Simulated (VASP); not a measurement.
Input of a VASP 6.6.1 run:

File INCAR:

```
PREC = Accurate
ENCUT = 520
EDIFF = 1E-6
ISMEAR = 0
SIGMA = 0.05
LREAL = False
LASPH = True
NELM = 80
ALGO = Normal
ISIF = 2
LWAVE = False
LCHARG = True
GGA = PS
LELF = True
LVHAR = True
NBANDS = 18
```

KPOINTS

```
Automatic mesh
0
Gamma
  8 8 8
```

Contents of POSCAR:

```
CuPd
1.0
    2.9880000000      0.0000000000      0.0000000000
    0.0000000000      2.9880000000      0.0000000000
    0.0000000000      0.0000000000      2.9880000000
Cu Pd
1 1
Direct
    0.0000000000      0.0000000000      0.0000000000
    0.5000000000      0.5000000000      0.5000000000
```

Potentials or basis: VASP PAW PBE potentials, release 64 (Cu, Pd).

Launch:

```sh
$ cat potpaw_PBE.64/Cu/POTCAR potpaw_PBE.64/Pd/POTCAR > POTCAR
$ mpirun -np 1 vasp_std > vasp.out
```

(1) Estimate the pressure.

Results:

(1) -4.3 GPa.

Caveat: the PAW data sets were made with another functional, which shifts forces and pressure a little.
